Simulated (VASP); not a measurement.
Wanted: the native input for a VASP 6.6.1 run.

* Task: single point
* Functional: PBE
* Potentials or basis: VASP PAW PBE potentials, release 64 (Be, H)
* Cutoff: 520 eV
* k mesh: 2 × 2 × 1
* Occupations: fermi-dirac, width 0.15 eV
* Spin: no spin polarisation
* Dipole correction: no
* Further INCAR settings: LREAL = Auto; ALGO = Normal; EDIFF = 1e-06; NBANDS = 48

The structure of Be27H lies in POSCAR:

```
Be27H
1.0
    6.8700000000      0.0000000000      0.0000000000
    3.4350000000      5.9495950000      0.0000000000
    0.0000000000      0.0000000000     14.5884300000
Be H
27 1
Direct
    0.0000000000      0.0000000000      0.0685474722
    0.3333333333      0.0000000000      0.0685474722
    0.6666666667      0.0000000000      0.0685474722
   -0.0000001401      0.3333336135      0.0685474722
    0.3333331933      0.3333336135      0.0685474722
    0.6666665266      0.3333336135      0.0685474722
   -0.0000002801      0.6666672269      0.0685474722
    0.3333330532      0.6666672269      0.0685474722
    0.6666663865      0.6666672269      0.0685474722
   -0.1008958664      0.1864496659      0.2012142499
    0.2112783344      0.2279819047      0.1828640916
    0.5423321025      0.2155104675      0.2000146692
   -0.1478191489      0.5714170460      0.1948119160
    0.2647572520      0.5381710856      0.1944143407
    0.6173240059      0.5461380144      0.2063278913
   -0.1147243875      0.8758243208      0.1878337833
    0.2081823284      0.8698071045      0.2035585735
    0.5324113855      0.9319457879      0.1999461217
   -0.0063986015     -0.0133454462      0.3383571776
    0.3185216614      0.0084879727      0.3195888797
    0.6542495373     -0.0310609378      0.3111918143
   -0.0263664304      0.3295014198      0.3121172052
    0.3099063580      0.3621086813      0.3132002553
    0.6662820883      0.3495027813      0.3212066000
    0.0358165988      0.6604483162      0.3156885285
    0.3016802675      0.6836263645      0.3212682927
    0.6257219972      0.6967365006      0.3142901601
    0.8769351607      0.2306711633      0.3823989285
```

One way to write it, as run:

INCAR

```
SYSTEM = Be27H
ALGO = Normal
EDIFF = 1E-6
ENCUT = 520
GGA = PE
ISIF = 2
ISMEAR = -1
LASPH = .TRUE.
LCHARG = .FALSE.
LREAL = Auto
LWAVE = .FALSE.
NBANDS = 48
NELM = 80
PREC = Accurate
SIGMA = 0.15
```

KPOINTS

```
k-points
0
G
  2 2 1
  0 0 0
```

Potentials or basis: VASP PAW PBE potentials, release 64 (Be, H).

Run with:

```console
$ cat potpaw_PBE.64/Be/POTCAR potpaw_PBE.64/H/POTCAR > POTCAR
$ mpirun -np 1 vasp_std > vasp.out
```

It gave:

```
Largest force : 5.132 eV/Å
```

Caveat: the k points lie up to 0.53 Å⁻¹ apart.

Run time: 3.1 min on 1 thread of Intel(R) Xeon(R) 6975P-C (Granite Rapids) (shared host), peak memory 0.61 GiB.
